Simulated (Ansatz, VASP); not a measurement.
# Ru in VASP and in Ansatz

File INCAR:

```
SYSTEM = Ru
PREC = Accurate
ENCUT = 500
EDIFF = 1E-6
ISMEAR = -1
SIGMA = 0.08
LREAL = .False.
LASPH = .True.
NELM = 120
ALGO = Normal
ISIF = 2
LWAVE = .False.
LCHARG = .True.
LELF = .True.
LVHAR = .True.
NBANDS = 21
GGA_COMPAT = .False.
```

The input KPOINTS:

```
regular mesh
0
Gamma
  18 18 10
  0 0 0
```

Contents of POSCAR:

```
Ru
1.0
    2.5179024804      0.0000000000      0.0000000000
   -1.2589512402      2.1805675123      0.0000000000
    0.0000000000      0.0000000000      4.0049669340
Ru
2
Direct
    0.3333333333      0.6666666667      0.2500000000
    0.6666666667      0.3333333333      0.7500000000
```

Input for Ansatz:

```yaml
crystal:
  lattice:
    - [2.5179024804, 0.0, 0.0]
    - [-1.2589512402, 2.1805675123, 0.0]
    - [0.0, 0.0, 4.004966934]
  atoms:
    - { symbol: Ru, position: [0.3333333333, 0.6666666667, 0.25] }
    - { symbol: Ru, position: [0.6666666667, 0.3333333333, 0.75] }
kpoints:
  mp_grid: { grid: [18, 18, 10] }
scf:
  occupations: { method: fermi_dirac, width: 0.08 }
hamiltonian:
  xc: lda
  pseudopotentials: { kind: all_electron, lapw: { basis_error: 0.001 } }
output:
  forces: true
  stress: true
  eigenvalues: true
  populations: true
```

Change from the starting cell: volume scaled by 0.84, LAPW.

Alike in both runs: task single point; functional LDA; k mesh 18 × 18 × 10; occupations fermi-dirac, width 0.08 eV; no spin polarisation.

|  | VASP | Ansatz |
| --- | --- | --- |
| version | VASP 6.6.1 | Ansatz 0.2.0 |
| potentials or method | VASP PAW LDA potentials, release 64 (Ru_pv), cutoff 500 eV | all-electron LAPW, scalar-relativistic |

Ansatz gave:

```
pressure (GPa)                                                : 96.3
traceless stress, the component that is largest in VASP (GPa) : -0.02
```

**Question.** What did VASP give for the same quantities?

**Answer.** Pressure (GPa): 98.6; traceless stress, the component that is largest in VASP (GPa): 0.16.

LDA's correlation is that of Perdew and Zunger in VASP and of Perdew and Wang (1992) in Ansatz. Both programs put the cell under a high pressure, so it lies far from rest at this level. Ansatz ran all-electron here, and VASP with PAW potentials.

Noted on VASP's run: the cell as given lies far from equilibrium.
